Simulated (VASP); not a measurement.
# MgS: single point with r2SCAN

The system is MgS.

```
CELL_PARAMETERS angstrom
0.00000 2.83088 2.83088
2.83088 0.00000 2.83088
2.83088 2.83088 0.00000
ATOMIC_POSITIONS crystal
Mg 0.00000 0.00000 0.00000
S 0.25000 0.25000 0.25000
```

* Program: VASP 6.6.1
* Task: single point
* Functional: r2SCAN
* Potentials or basis: VASP PAW PBE potentials, release 64 (Mg, S)
* Cutoff: 520 eV
* k mesh: 8 × 8 × 8
* Occupations: gaussian, width 0.01 eV
* Spin: no spin polarisation

```yaml
Pressure: -0.3 GPa
Band_gap_on_the_k_mesh: 4.13 eV, direct
```

Levels at points of the mesh, in eV from the valence-band top:
```tsv
k point	band 1	band 2	band 3	band 4	band 5	band 6	band 7	band 8
(0.00, 0.00, 0.00)	-11.74	0.00	0.00	0.00	4.13	8.59	8.59	8.59
(0.50, 0.00, 0.00)	-11.04	-3.15	-0.33	-0.33	5.79	8.21	8.21	9.27
(0.50, 0.50, 0.00)	-10.82	-2.82	-1.05	-1.05	4.32	6.26	12.13	13.27
```

Run time: 39 s on 1 thread of Intel(R) Xeon(R) Platinum 8481C CPU @ 2.70GHz (Sapphire Rapids), with other jobs on the host, peak memory 0.17 GiB.

Caveat: the PAW data sets were made with another functional, which shifts forces and pressure a little. A k mesh can miss the band edges.
